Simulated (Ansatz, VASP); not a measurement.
# In: VASP beside Ansatz

```
In
1.0
     3.05617    0.00000    0.00000
    -1.52809    2.64672    0.00000
     0.00000    0.00000    6.56215
In
2
Direct
  0.33333 0.66667 0.25000
  0.66667 0.33333 0.75000
```

Alike in both runs: task single point; functional LDA; k mesh 18 × 18 × 10; occupations gaussian, width 0.15 eV; no spin polarisation.

|  | VASP | Ansatz |
| --- | --- | --- |
| version | VASP 6.6.1 | Ansatz 0.2.0 |
| potentials or method | VASP PAW LDA potentials, release 64 (In_d), cutoff 520 eV | scalar-relativistic, plane waves, PAW |
| valence electrons in the cell | 26 | 26 |

|  | VASP | Ansatz | Ansatz less VASP |
| --- | --- | --- | --- |
| gap on the k mesh at the Fermi level (eV) | none | none | - |
| pressure (GPa) | 0.1 | 0.0 | -0.04 |
| traceless stress, the component that is largest in VASP (GPa) | -5.04 | -4.97 | +0.071 |

LDA's correlation is that of Perdew and Zunger in VASP and of Perdew and Wang (1992) in Ansatz. A gap of «none» marks a metal or a gap that the smearing closes.
